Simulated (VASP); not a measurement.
# CuMo3 (Fm-3m) in VASP: single point with PBE

Aim: the single point of CuMo3 with PBE.

Everything below comes from runs of VASP 6.6.1. Logs are shortened: lines on timing, memory, paths and dates and some standing lists are left out, and cuts for length are marked.

## 1. The cell of the first run

Symmetry: Fm-3m, No. 225, cubic system. Conventional cell: a = 6.273 Å, b = 6.273 Å, c = 6.273 Å, α = 90.00°, β = 90.00°, γ = 90.00°. Cu (site symmetry m-3m) has 14 Mo at 2.72 to 3.14 Å within 3.6 Å. Within 3.6 Å of Mo (site symmetry -43m) lie 4 Cu at 2.72 Å and 10 Mo at 2.72 to 3.14 Å. Within 3.6 Å of Mo (site symmetry m-3m) lie 8 Mo at 2.72 Å and 6 Cu at 3.14 Å.

## 2. Single point, PBE

Input file INCAR:

```
SYSTEM = CuMo3
ALGO = Fast
EDIFF = 1E-6
ENCUT = 520
GGA = PE
ISIF = 2
ISMEAR = 0
LASPH = .TRUE.
LCHARG = .FALSE.
LREAL = .FALSE.
LWAVE = .FALSE.
NBANDS = 34
NELM = 100
PREC = Accurate
SIGMA = 0.1
```

Input file KPOINTS:

```
k-points
0
G
  6 6 6
  0 0 0
```

Input file POSCAR:

```
CuMo3
1.0
    0.0000000000      3.1364539900      3.1364539900
    3.1364539900      0.0000000000      3.1364539900
    3.1364539900      3.1364539900      0.0000000000
Cu Mo
1 3
Direct
    0.5000000000      0.5000000000      0.5000000000
    0.7500000000      0.7500000000      0.7500000000
    0.2500000000      0.2500000000      0.2500000000
    0.0000000000      0.0000000000      0.0000000000
```

Potentials or basis: VASP PAW PBE potentials, release 64 (Cu, Mo_sv).

Command:

```
> cat potpaw_PBE.64/Cu/POTCAR potpaw_PBE.64/Mo_sv/POTCAR > POTCAR
> mpirun -np 1 vasp_std > vasp.out
```

OUTCAR:

```text
SYSTEM = CuMo3
   EDIFF = 1E-6
   ENCUT = 520
   GGA = PE
   ISIF = 2
   ISMEAR = 0
   LASPH = .TRUE.
   LREAL = .FALSE.
   NELM = 100
   PREC = Accurate

 ion  position               nearest neighbor table
   1  0.500  0.500  0.500-   2 2.72   3 2.72   3 2.72   3 2.72   3 2.72   2 2.72   2 2.72   2 2.72
                             4 3.14   4 3.14   4 3.14   4 3.14   4 3.14   4 3.14
   2  0.750  0.750  0.750-   1 2.72   4 2.72   1 2.72   1 2.72   1 2.72   4 2.72   4 2.72   4 2.72
                             3 3.14   3 3.14   3 3.14   3 3.14   3 3.14   3 3.14
   3  0.250  0.250  0.250-   1 2.72   4 2.72   4 2.72   4 2.72   4 2.72   1 2.72   1 2.72   1 2.72
                             2 3.14   2 3.14   2 3.14   2 3.14   2 3.14   2 3.14
   4  0.000  0.000  0.000-   2 2.72   3 2.72   2 2.72   2 2.72   2 2.72   3 2.72   3 2.72   3 2.72
                             1 3.14   1 3.14   1 3.14   1 3.14   1 3.14   1 3.14

  LATTYP: Found a face centered cubic cell.
 ALAT       =     6.2729079800

  Lattice vectors:

 A1 = (   0.0000000000,   3.1364539900,   3.1364539900)
 A2 = (   3.1364539900,   0.0000000000,   3.1364539900)
 A3 = (   3.1364539900,   3.1364539900,   0.0000000000)

Analysis of symmetry for initial positions (statically):
=====================================================================
 Subroutine PRICEL returns:
 Original cell was already a primitive cell.

 Routine SETGRP: Setting up the symmetry group for a
 face centered cubic supercell.

 Subroutine GETGRP returns: Found 48 space group operations
 (whereof 48 operations were pure point group operations)
 out of a pool of 48 trial point group operations.

The static configuration has the point symmetry O_h .

Analysis of symmetry for dynamics (positions and initial velocities):
=====================================================================
 Subroutine PRICEL returns:
 Original cell was already a primitive cell.

 Routine SETGRP: Setting up the symmetry group for a
 face centered cubic supercell.

 Subroutine GETGRP returns: Found 48 space group operations
 (whereof 48 operations were pure point group operations)
 out of a pool of 48 trial point group operations.

The dynamic configuration has the point symmetry O_h .

 Subroutine INISYM returns: Found 48 space group operations
 (whereof 48 operations are pure point group operations),
 and found     1 'primitive' translations

----------------------------------------------------------------------------------------

                                     Primitive cell

  volume of cell :      61.7088

  direct lattice vectors                    reciprocal lattice vectors
     0.000000000  3.136453990  3.136453990    -0.159415697  0.159415697  0.159415697
     3.136453990  0.000000000  3.136453990     0.159415697 -0.159415697  0.159415697
     3.136453990  3.136453990  0.000000000     0.159415697  0.159415697 -0.159415697

  length of vectors
     4.435615770  4.435615770  4.435615770     0.276116087  0.276116087  0.276116087

  position of ions in fractional coordinates (direct lattice)
     0.500000000  0.500000000  0.500000000
     0.750000000  0.750000000  0.750000000
     0.250000000  0.250000000  0.250000000
     0.000000000  0.000000000  0.000000000

  ion indices of the primitive-cell ions
   primitive index   ion index
                 1           1
                 2           2
                 3           3
                 4           4

----------------------------------------------------------------------------------------

 KPOINTS: k-points

Automatic generation of k-mesh.
 Grid dimensions read from file:
 generate k-points for:    6    6    6

 Generating k-lattice:

  Cartesian coordinates                     Fractional coordinates (reciprocal lattice)
    -0.026569283  0.026569283  0.026569283     0.166666667  0.000000000  0.000000000
     0.026569283 -0.026569283  0.026569283     0.000000000  0.166666667  0.000000000
     0.026569283  0.026569283 -0.026569283     0.000000000  0.000000000  0.166666667

  Length of vectors
     0.046019348  0.046019348  0.046019348

  Shift w.r.t. Gamma in fractional coordinates (k-lattice)
     0.000000000  0.000000000  0.000000000

 Subroutine IBZKPT returns following result:
 ===========================================

 Found     16 irreducible k-points:

 Following reciprocal coordinates:
            Coordinates               Weight
  0.000000  0.000000  0.000000      1.000000
  0.166667  0.000000  0.000000      8.000000
  0.333333  0.000000  0.000000      8.000000
  0.500000  0.000000  0.000000      4.000000
  0.166667  0.166667  0.000000      6.000000
  0.333333  0.166667  0.000000     24.000000
[... 8 lines left out ...]
 -0.333333  0.333333  0.166667     24.000000
 -0.333333  0.500000  0.166667     12.000000
   k-points           NKPTS =     16   k-points in BZ     NKDIM =     16   number of bands    NBANDS=     34
   number of dos      NEDOS =    301   number of ions     NIONS =      4
   total plane-waves  NPLWV =  46656
   dimension x,y,z NGX =    36 NGY =   36 NGZ =   36
   dimension x,y,z NGXF=    72 NGYF=   72 NGZF=   72
   ions per type =               1   3
   NGX,Y,Z   is equivalent  to a cutoff of  13.49, 13.49, 13.49 a.u.
   NGXF,Y,Z  is equivalent  to a cutoff of  26.99, 26.99, 26.99 a.u.
 SYSTEM =  CuMo3
   PREC   = accura    normal or accurate (medium, high low for compatibility)
   ISTART =      0    job   : 0-new  1-cont  2-samecut
   ICHARG =      2    charge: 1-file 2-atom 10-const
   ISPIN  =      1    spin polarized calculation?
   LNONCOLLINEAR =      F non collinear calculations
   LSORBIT =      F    spin-orbit coupling
   LASPH  =      T    aspherical Exc in radial PAW
   ENCUT  =  520.0 eV  38.22 Ry    6.18 a.u.   8.25  8.25  8.25*2*pi/ulx,y,z
   NELM   =    100;   NELMIN=  2; NELMDL= -5     # of ELM steps
   EDIFF  = 0.1E-05   stopping-criterion for ELM
   LREAL  =      F    real-space projection
   EDIFFG = 0.1E-04   stopping-criterion for IOM
   NSW    =      0    number of steps for IOM
   IBRION =     -1    ionic relax: 0-MD 1-quasi-New 2-CG
   NFREE  =      0    steps in history (QN), initial steepest desc. (CG)
   ISIF   =      2    stress and relaxation
   ISYM   =      2    0-nonsym 1-usesym 2-fastsym
   POTIM  = 0.5000    time-step for ionic-motion
   TEBEG  =    0.0;   TEEND  =   0.0 temperature during run
   PSTRESS=    0.0 pullay stress
   NELECT =      53.0000    total number of electrons
   NUPDOWN=      -1.0000    fix difference up-down
   EMIN   =  10.00;   EMAX   =-10.00  energy-range for DOS
   EFERMI =   0.00;   METHOD = LEGACY
   ISMEAR =     0;   SIGMA  =   0.10  broadening in eV -4-tet -1-fermi 0-gaus
   EFERMI_NEDOS =   21; number of points for ismear=-14 and -15
   IALGO  =     68    algorithm
   IMIX   =      4    mixing-type and parameters
     AMIX     =   0.40;   BMIX     =  1.00
     AMIX_MAG =   1.60;   BMIX_MAG =  1.00
  volume/ion in A,a.u.               =      15.43       104.11
  Fermi-wavevector in a.u.,A,eV,Ry     =   1.556149  2.940695 32.947868  2.421600
  Thomas-Fermi vector in A             =   2.659987
   LORBIT       =      0    0 simple, 1 ext, 2 COOP (PROOUT), +10 PAW based schemes
   GGA     = PE    functional components
   LHFCALC =     F    Hartree Fock is set to
   AEXX    =    0.0000 exact exchange contribution
   IVDW    =     0    specifies the selected vdW correction
   LEPSILON=     F    determine dielectric tensor
   LRPA    =     F    only Hartree local field effects (RPA)
 non-spin polarized calculation
 RMM-DIIS sequential band-by-band and
 Gauss-broadening in eV      SIGMA  =   0.10
  energy-cutoff  :      520.00
  volume of cell :       61.71
 maximum number of plane-waves:      1687
 NGX is ok and might be reduce to    36
   NGX = 17   NGY = 17   NGZ = 17

 number of electron      52.9999987 magnetization

 Free energy of the ion-electron system (eV)
  ---------------------------------------------------
  ext. energy  EPLUGINS =         0.00000000
  ---------------------------------------------------
  free energy    TOTEN  =       -35.14807377 eV

  energy without entropy =      -35.12607378  energy(sigma->0) =      -35.13707377

 E-fermi :  10.7152     XC(G=0): -12.9726

 val. band max:       10.6928753162   @ k =   0.3333   0.3333   0.0000
 cond. band min:      10.7940920719   @ k =   0.5000   0.3333   0.1667
 fundamental gap:      0.1012167556
 Fermi energy:        10.7151992163

 k-point     1 :       0.0000    0.0000    0.0000
  band No.  band energies     occupation
      1     -50.3093      2.00000
      2     -50.1379      2.00000
      3     -49.9451      2.00000
      4     -24.5117      2.00000
      5     -24.5117      2.00000
      6     -24.5117      2.00000
[... 26 lines left out ...]
     33      13.4416      0.00000
     34      16.9781      0.00000

 k-point     2 :       0.1667    0.0000    0.0000
  band No.  band energies     occupation
      1     -50.2916      2.00000
      2     -50.1422      2.00000
      3     -49.9590      2.00000
      4     -24.5761      2.00000
      5     -24.5588      2.00000
      6     -24.5588      2.00000
[... 26 lines left out ...]
     33      13.6045      0.00000
     34      17.5050      0.00000

 k-point     3 :       0.3333    0.0000    0.0000
  band No.  band energies     occupation
      1     -50.2477      2.00000
      2     -50.1548      2.00000
      3     -49.9914      2.00000
      4     -24.6201      2.00000
      5     -24.6201      2.00000
      6     -24.5879      2.00000
[... 26 lines left out ...]
     33      13.3777      0.00000
     34      15.4608      0.00000
[... 408 lines left out ...]
 k-point    15 :      -0.3333    0.3333    0.1667
  band No.  band energies     occupation
      1     -50.1833      2.00000
      2     -50.1700      2.00000
      3     -50.0416      2.00000
      4     -24.7673      2.00000
      5     -24.6043      2.00000
      6     -24.5813      2.00000
[... 26 lines left out ...]
     33      13.3906      0.00000
     34      14.0851      0.00000

 k-point    16 :      -0.3333    0.5000    0.1667
  band No.  band energies     occupation
      1     -50.1754      2.00000
      2     -50.1644      2.00000
      3     -50.0553      2.00000
      4     -24.8013      2.00000
      5     -24.6918      2.00000
      6     -24.4411      2.00000
[... 26 lines left out ...]
     33      13.4881      0.00000
     34      14.0850      0.00000

------------------------ aborting loop because EDIFF is reached ----------------------------------------

  FORCE on cell =-STRESS in cart. coord.  units (eV):
  Direction    XX          YY          ZZ          XY          YZ          ZX
  --------------------------------------------------------------------------------------
  -------------------------------------------------------------------------------------
  Total       -2.1098049     -2.1098049     -2.1098049      0.0000000     -0.0000000      0.0000000
  in kB      -54.7779935    -54.7779935    -54.7779935      0.0000000     -0.0000000      0.0000000
  external PRESSURE =     -54.7779935 kB  Pullay stress =       0.0000000 kB

 VOLUME and BASIS-vectors are now :
 -----------------------------------------------------------------------------
  energy-cutoff  :      520.00
  volume of cell :       61.71
      direct lattice vectors                 reciprocal lattice vectors
     0.000000000  3.136453990  3.136453990    -0.159415697  0.159415697  0.159415697
     3.136453990  0.000000000  3.136453990     0.159415697 -0.159415697  0.159415697
     3.136453990  3.136453990  0.000000000     0.159415697  0.159415697 -0.159415697

 POSITION                                       TOTAL-FORCE (eV/Angst)
 -----------------------------------------------------------------------------------
      3.13645      3.13645      3.13645         0.000000     -0.000000      0.000000
      4.70468      4.70468      4.70468         0.000000      0.000000     -0.000000
      1.56823      1.56823      1.56823        -0.000000      0.000000     -0.000000
      0.00000      0.00000      0.00000         0.000000     -0.000000      0.000000
 -----------------------------------------------------------------------------------
    total drift:                                0.000000      0.000000      0.000000

  FREE ENERGIE OF THE ION-ELECTRON SYSTEM (eV)
  ---------------------------------------------------
  free  energy   TOTEN  =       -35.1480737672 eV

  energy  without entropy=      -35.1260737754  energy(sigma->0) =      -35.13707377
```

It took 34 s on 1 thread of Intel Xeon 6975P-C (Granite Rapids), shared host; peak memory 0.21 GiB.

Results:

```
Free energy : -35.1481 eV
Pressure    : -5.5 GPa
```
